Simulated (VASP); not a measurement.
Here is a VASP 6.6.1 calculation.

The input POSCAR:

```
SiO
1.0
    2.8069700000      0.0000000000      0.0000000000
    0.0000000000      2.8069700000      0.0000000000
    0.0000000000      0.0000000000      2.8069700000
Si O
1 1
Direct
    0.0000000000      0.0000000000      0.0000000000
    0.5000000000      0.5000000000      0.5000000000
```

File INCAR.step1:

```
PREC     = Accurate       # precision mode
ENCUT    = 520            # plane-wave cutoff, eV
EDIFF    = 1E-5           # SCF threshold, eV
ISMEAR   = -1             # smearing method
SIGMA    = 0.05           # smearing width, eV
LREAL    = False          # projectors in reciprocal space
LASPH    = True           # aspherical terms in the spheres
NELM     = 100            # most SCF steps
ALGO     = Normal         # electronic algorithm
ISIF     = 2              # what is computed and relaxed
LWAVE    = True           # write WAVECAR
LCHARG   = False          # write CHGCAR
NBANDS   = 12             # bands
GGA      = PE             # functional
```

Contents of INCAR.step2:

```
PREC     = Accurate       # precision mode
ENCUT    = 520            # plane-wave cutoff, eV
EDIFF    = 1E-6           # SCF threshold, eV
ISMEAR   = -1             # smearing method
SIGMA    = 0.05           # smearing width, eV
LREAL    = False          # projectors in reciprocal space
LASPH    = True           # aspherical terms in the spheres
NELM     = 100            # most SCF steps
ALGO     = Normal         # electronic algorithm
ISIF     = 2              # what is computed and relaxed
LWAVE    = False          # write WAVECAR
LCHARG   = False          # write CHGCAR
GGA      = PE             # functional
LHFCALC  = True           # exact exchange
AEXX     = 0.25           # exact-exchange fraction
HFSCREEN = 0.3            # screening, 1/A
PRECFOCK = Normal       
NBANDS   = 12             # bands
ISTART   = 1
```

KPOINTS

```
regular mesh
0
Gamma
  5 5 5
```

Potentials or basis: VASP PAW PBE potentials, release 64 (Si, O).

The run is started by

```bash
$ cat potpaw_PBE.64/Si/POTCAR potpaw_PBE.64/O/POTCAR > POTCAR
$ cp INCAR.step1 INCAR
$ mpirun -np 1 vasp_std > vasp.out
$ cp INCAR.step2 INCAR
$ mpirun -np 1 vasp_std > vasp.out
```

Q: Estimate the band gap on the k mesh.

A: 0.80 eV (least direct gap 2.26 eV).

Q: Estimate the pressure.

A: -1.5 GPa.

Caveat: the k points lie up to 0.45 Å⁻¹ apart; the PAW data sets were made with another functional, which shifts forces and pressure a little; an odd mesh through Γ misses points on the zone boundary, where band edges can lie.
